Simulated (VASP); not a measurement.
# HfN (Fm-3m) in VASP: a series of runs, part 3 of 3

VASP 6.6.1.

### 5 Single point, PBE

Contents of INCAR:

```
SYSTEM = HfN
  ALGO = Normal
  EDIFF = 1E-6
  ENCUT = 600
  GGA = PE
  GGA_COMPAT = .False.
  ISIF = 2
  ISMEAR = -1
  LASPH = .True.
  LCHARG = .True.
  LELF = .True.
  LREAL = .False.
  LVHAR = .True.
  LWAVE = .False.
  NBANDS = 14
  NELM = 120
  PREC = Accurate
  SIGMA = 0.1
```

Contents of KPOINTS:

```
k-points
0
Gamma
  8 8 8
  0 0 0
```

Contents of POSCAR:

```
HfN
1.0
    3.1904660000      0.0000000000      0.0000000000
    1.5952330000      2.7630246059      0.0000000000
    1.5952330000      0.9210082020      2.6050045806
Hf N
1 1
Direct
    0.0000000000      0.0000000000      0.0000000000
    0.5000000000      0.5000000000      0.5000000000
```

Potentials or basis: VASP PAW PBE potentials, release 64 (Hf_pv, N).

Run with:

```
$ cat potpaw_PBE.64/Hf_pv/POTCAR potpaw_PBE.64/N/POTCAR > POTCAR
$ mpirun -np 1 vasp_std > vasp.out
```

OUTCAR:

```text
SYSTEM = HfN
   EDIFF = 1E-6
   ENCUT = 600
   GGA = PE
   ISIF = 2
   ISMEAR = -1
   LASPH = .True.
   LREAL = .False.
   NELM = 120
   PREC = Accurate

 ion  position               nearest neighbor table
   1  0.000  0.000  0.000-   2 2.26   2 2.26   2 2.26   2 2.26   2 2.26   2 2.26
   2  0.500  0.500  0.500-   1 2.26   1 2.26   1 2.26   1 2.26   1 2.26   1 2.26

  LATTYP: Found a face centered cubic cell.
 ALAT       =     4.5120002875

  Lattice vectors:

 A1 = (   3.1904660000,   0.0000000000,   0.0000000000)
 A2 = (   1.5952330000,   2.7630246059,   0.0000000000)
 A3 = (   1.5952330000,   0.9210082020,   2.6050045806)

Analysis of symmetry for initial positions (statically):
=====================================================================
 Subroutine PRICEL returns:
 Original cell was already a primitive cell.

 Routine SETGRP: Setting up the symmetry group for a
 face centered cubic supercell.

 Subroutine GETGRP returns: Found 48 space group operations
 (whereof 48 operations were pure point group operations)
 out of a pool of 48 trial point group operations.

The static configuration has the point symmetry O_h .

Analysis of symmetry for dynamics (positions and initial velocities):
=====================================================================
 Subroutine PRICEL returns:
 Original cell was already a primitive cell.

 Routine SETGRP: Setting up the symmetry group for a
 face centered cubic supercell.

 Subroutine GETGRP returns: Found 48 space group operations
 (whereof 48 operations were pure point group operations)
 out of a pool of 48 trial point group operations.

The dynamic configuration has the point symmetry O_h .

 Subroutine INISYM returns: Found 48 space group operations
 (whereof 48 operations are pure point group operations),
 and found     1 'primitive' translations

----------------------------------------------------------------------------------------

                                     Primitive cell

  volume of cell :      22.9640

  direct lattice vectors                    reciprocal lattice vectors
     3.190466000  0.000000000  0.000000000     0.313433837 -0.180961110 -0.127958828
     1.595233000  2.763024606  0.000000000     0.000000000  0.361922220 -0.127958828
     1.595233000  0.921008202  2.605004581     0.000000000  0.000000000  0.383876484

  length of vectors
     3.190466000  3.190466000  3.190466000     0.383876484  0.383876484  0.383876484

  position of ions in fractional coordinates (direct lattice)
     0.000000000  0.000000000  0.000000000
     0.500000000  0.500000000  0.500000000

  ion indices of the primitive-cell ions
   primitive index   ion index
                 1           1
                 2           2

----------------------------------------------------------------------------------------

 KPOINTS: k-points

Automatic generation of k-mesh.
 Grid dimensions read from file:
 generate k-points for:    8    8    8

 Generating k-lattice:

[... 22 lines left out ...]
  0.500000 -0.000000  0.000000      4.000000
  0.125000  0.125000 -0.000000      6.000000
[... 16 lines left out ...]
  0.500000  0.250000  0.125000     48.000000
 -0.375000  0.250000  0.125000     24.000000
 [... further k-points ...]
   k-points           NKPTS =     29   k-points in BZ     NKDIM =     29   number of bands    NBANDS=     14
   number of dos      NEDOS =    301   number of ions     NIONS =      2
   total plane-waves  NPLWV =  21952
   dimension x,y,z NGX =    28 NGY =   28 NGZ =   28
   dimension x,y,z NGXF=    56 NGYF=   56 NGZF=   56
   ions per type =               1   1
   NGX,Y,Z   is equivalent  to a cutoff of  14.59, 14.59, 14.59 a.u.
   NGXF,Y,Z  is equivalent  to a cutoff of  29.18, 29.18, 29.18 a.u.
 SYSTEM =  HfN
   PREC   = accura    normal or accurate (medium, high low for compatibility)
   ISTART =      0    job   : 0-new  1-cont  2-samecut
   ICHARG =      2    charge: 1-file 2-atom 10-const
   ISPIN  =      1    spin polarized calculation?
   LNONCOLLINEAR =      F non collinear calculations
   LSORBIT =      F    spin-orbit coupling
   LASPH  =      T    aspherical Exc in radial PAW
   ENCUT  =  600.0 eV  44.10 Ry    6.64 a.u.   6.37  6.37  6.37*2*pi/ulx,y,z
   NELM   =    120;   NELMIN=  2; NELMDL= -5     # of ELM steps
   EDIFF  = 0.1E-05   stopping-criterion for ELM
   LREAL  =      F    real-space projection
   EDIFFG = 0.1E-04   stopping-criterion for IOM
   NSW    =      0    number of steps for IOM
   IBRION =     -1    ionic relax: 0-MD 1-quasi-New 2-CG
   NFREE  =      0    steps in history (QN), initial steepest desc. (CG)
   ISIF   =      2    stress and relaxation
   ISYM   =      2    0-nonsym 1-usesym 2-fastsym
   POTIM  = 0.5000    time-step for ionic-motion
   TEBEG  =    0.0;   TEEND  =   0.0 temperature during run
   PSTRESS=    0.0 pullay stress
   NELECT =      15.0000    total number of electrons
   NUPDOWN=      -1.0000    fix difference up-down
   EMIN   =  10.00;   EMAX   =-10.00  energy-range for DOS
   EFERMI =   0.00;   METHOD = LEGACY
   ISMEAR =    -1;   SIGMA  =   0.10  broadening in eV -4-tet -1-fermi 0-gaus
   EFERMI_NEDOS =   21; number of points for ismear=-14 and -15
   IALGO  =     38    algorithm
   IMIX   =      4    mixing-type and parameters
     AMIX     =   0.40;   BMIX     =  1.00
     AMIX_MAG =   1.60;   BMIX_MAG =  1.00
  volume/ion in A,a.u.               =      11.48        77.48
  Fermi-wavevector in a.u.,A,eV,Ry     =   1.420440  2.684242 27.451780  2.017649
  Thomas-Fermi vector in A             =   2.541355
   LORBIT       =      0    0 simple, 1 ext, 2 COOP (PROOUT), +10 PAW based schemes
   GGA     = PE    functional components
   LHFCALC =     F    Hartree Fock is set to
   AEXX    =    0.0000 exact exchange contribution
   IVDW    =     0    specifies the selected vdW correction
   LEPSILON=     F    determine dielectric tensor
   LRPA    =     F    only Hartree local field effects (RPA)
 non-spin polarized calculation
  energy-cutoff  :      600.00
  volume of cell :       22.96
 maximum number of plane-waves:       778
 NGX is ok and might be reduce to    28
   NGX = 13   NGY = 13   NGZ = 13

 number of electron      15.0000002 magnetization

 Free energy of the ion-electron system (eV)
  ---------------------------------------------------
  ext. energy  EPLUGINS =         0.00000000
  ---------------------------------------------------
  free energy    TOTEN  =       -21.75271644 eV

  energy without entropy =      -21.72560267  energy(sigma->0) =      -21.73915956

 E-fermi :   8.4162     XC(G=0): -12.7537

 val. band max:        8.3779104989   @ k =   0.1250  -0.0000   0.0000
 cond. band min:       8.4264167669   @ k =   0.3750   0.1250   0.0000
 fundamental gap:      0.0485062680
 Fermi energy:         8.4162360438

 k-point     1 :       0.0000    0.0000    0.0000
  band No.  band energies     occupation
      1     -22.7205      2.00000
      2     -22.7204      2.00000
      3     -22.7204      2.00000
      4      -9.1103      2.00000
      5       5.3927      2.00000
      6       5.3927      2.00000
      7       5.3927      2.00000
      8       8.0709      1.93867
      9       8.0709      1.93867
     10       8.0709      1.93867
     11      10.2569      0.00000
     12      10.3974      0.00000
     13      10.3974      0.00000
     14      17.9924      0.00000
[... 377 lines left out ...]
      1     -23.5356      2.00000
      2     -23.0502      2.00000
      3     -22.8904      2.00000
      4      -6.9064      2.00000
      5       0.6723      2.00000
      6       2.6467      2.00000
      7       2.7103      2.00000
      8      10.0691      0.00000
      9      10.4952      0.00000
     10      12.8062      0.00000
     11      14.8086      0.00000
     12      16.2328      0.00000
     13      17.8437      0.00000
     14      19.1739      0.00000

 [... further k-points ...]

------------------------ aborting loop because EDIFF is reached ----------------------------------------

  FORCE on cell =-STRESS in cart. coord.  units (eV):
  Direction    XX          YY          ZZ          XY          YZ          ZX
  --------------------------------------------------------------------------------------
  -------------------------------------------------------------------------------------
  Total        0.6228373      0.6228373      0.6228373     -0.0000000      0.0000000     -0.0000000
  in kB       43.4548096     43.4548096     43.4548096     -0.0000000      0.0000000     -0.0000000
  external PRESSURE =      43.4548096 kB  Pullay stress =       0.0000000 kB

 VOLUME and BASIS-vectors are now :
 -----------------------------------------------------------------------------
  energy-cutoff  :      600.00
  volume of cell :       22.96
      direct lattice vectors                 reciprocal lattice vectors
     3.190466000  0.000000000  0.000000000     0.313433837 -0.180961110 -0.127958828
     1.595233000  2.763024606  0.000000000     0.000000000  0.361922220 -0.127958828
     1.595233000  0.921008202  2.605004581     0.000000000  0.000000000  0.383876484

 POSITION                                       TOTAL-FORCE (eV/Angst)
 -----------------------------------------------------------------------------------
      0.00000      0.00000      0.00000        -0.000000      0.000000      0.000000
      3.19047      1.84202      1.30250         0.000000     -0.000000      0.000000
 -----------------------------------------------------------------------------------
    total drift:                                0.000000      0.000000      0.000000

  FREE ENERGIE OF THE ION-ELECTRON SYSTEM (eV)
  ---------------------------------------------------
  free  energy   TOTEN  =       -21.7527164445 eV

  energy  without entropy=      -21.7256026662  energy(sigma->0) =      -21.73915956
```

stdout:

```text
POSCAR found type information on POSCAR HfN
 POSCAR found :  2 types and       2 ions
 scaLAPACK will be used
 LDA part: xc-table for (Slater+PW92), standard interpolation
 POSCAR, INCAR and KPOINTS ok, starting setup
 FFT: planning ... GRIDC
 FFT: planning ... GRID_SOFT
 FFT: planning ... GRID
 WAVECAR not read
 entering main loop
```

It took 13 s on 1 thread of Intel Xeon Platinum 8488C (Sapphire Rapids), shared host; peak memory 0.16 GiB.

What came out:

```
Free energy : -21.7527 eV
Pressure    : 4.3 GPa
```

Caveat: spin-orbit coupling is left out, which moves the levels of the heavy elements.

### 6 The runs side by side

```csv
k mesh,gap on the mesh (eV),pressure (GPa)
4 × 4 × 4,none,4.3
5 × 5 × 5,none,4.0
7 × 7 × 7,none,4.4
8 × 8 × 8,none,4.3
```

Alike in all rows: task single point; level PBE; potentials or basis VASP PAW PBE potentials, release 64 (Hf_pv, N); no spin polarisation; cell as given; cutoff (eV) 600; smearing fermi-dirac 0.1 eV.

Caveats: some runs use coarse meshes; spin-orbit coupling is left out, which moves the levels of the heavy elements.

Absolute energies hang on the potentials; compare differences alone.
